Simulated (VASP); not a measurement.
Runs of VASP 6.6.1 on Sb. The structure is that of space group Fm-3m (No. 225), or close to it. The cells are those of the table. 

```csv
task,cell,k mesh,cutoff (eV),gap on the mesh (eV),pressure (GPa)
single point,"a = 3.332 Å, angles 60.0°, 1 atom",19 × 19 × 19,520,none,0.0
single point,"a = 3.419 Å, angles 60.0°, 1 atom",13 × 13 × 13,520,none,-4.3
single point,"a = 3.332 Å, angles 60.0°, 1 atom",11 × 11 × 11,520,none,0.0
single point,"a = 3.241 Å, angles 60.0°, 1 atom",13 × 13 × 13,520,none,6.8
single point,"a = 3.332 Å, angles 60.0°, 1 atom",13 × 13 × 13,520,none,0.0
single point,"a = 3.461 Å, angles 60.0°, 1 atom",13 × 13 × 13,520,none,(a)
single point,"a = 3.376 Å, angles 60.0°, 1 atom",13 × 13 × 13,520,none,-2.4
relaxation of cell and atoms,"relaxed from a = 3.375 Å, angles 60.0°, 1 atom",11 × 11 × 11,600,none,0.0
single point,"a = 3.193 Å, angles 60.0°, 1 atom",13 × 13 × 13,520,none,(b)
single point,"a = 3.287 Å, angles 60.0°, 1 atom",13 × 13 × 13,520,none,3.0
```

Alike in all rows: level PBEsol; potentials or basis VASP PAW PBE potentials, release 64 (Sb); no spin polarisation; smearing fermi-dirac 0.1 eV.

Task: Estimate the missing entries.

Result: (a) -5.8; (b) 11.6.

Caveats: the PAW data sets were made with another functional, which shifts forces and pressure a little; spin-orbit coupling is left out, which moves the levels of the heavy elements.

A k mesh can miss the band edges, and the runs leave out spin-orbit coupling on Sb.

A gap of «none» marks levels without a gap at the run's occupations.
